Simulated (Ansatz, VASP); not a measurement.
# GeIrPt6: VASP beside Ansatz

```
Ge Ir Pt
1.0
     3.69510    2.13337    3.01479
    -3.69510    2.13337    3.01479
     0.00000   -4.26673    3.01479
Ge Ir Pt
1 1 6
Direct
  0.50000 0.50000 0.50000
  0.00000 0.00000 0.00000
  0.50000 0.50000 0.00000
  0.00000 0.50000 0.50000
  0.50000 0.00000 0.50000
  0.00000 0.00000 0.50000
  0.50000 0.00000 0.00000
  0.00000 0.50000 0.00000
```

Alike in both runs: functional PBE; k mesh 3 × 3 × 3; occupations gaussian, width 0.2 eV; no spin polarisation.

Ansatz relaxed the structure, and its values are those at the end. VASP's run is a single point on that final structure, the one shown.

```csv
,VASP,Ansatz
version,VASP 6.6.1,Ansatz 0.2.0
potentials or method,"VASP PAW PBE potentials, release 64 (Ge_d, Ir, Pt), cutoff 500 eV","scalar-relativistic, plane waves, PAW"
valence electrons in the cell,83,139
```

Ansatz gave:

| Property | Result |
| --- | --- |
| gap on the k mesh at the Fermi level (eV) | none |
| pressure (GPa) | 0.0 |

Q: What did VASP give for the same quantities?

A: gap on the k mesh at the Fermi level (eV): none; pressure (GPa): -0.2.

A gap of «none» marks a metal or a gap that the smearing closes. VASP's potentials hold 83 valence electrons a cell and Ansatz's 139, so a difference there can come from the potentials and not from the codes.

The k mesh is coarse, so the values compare programs but aren't converged. Neither program's run includes spin-orbit coupling.
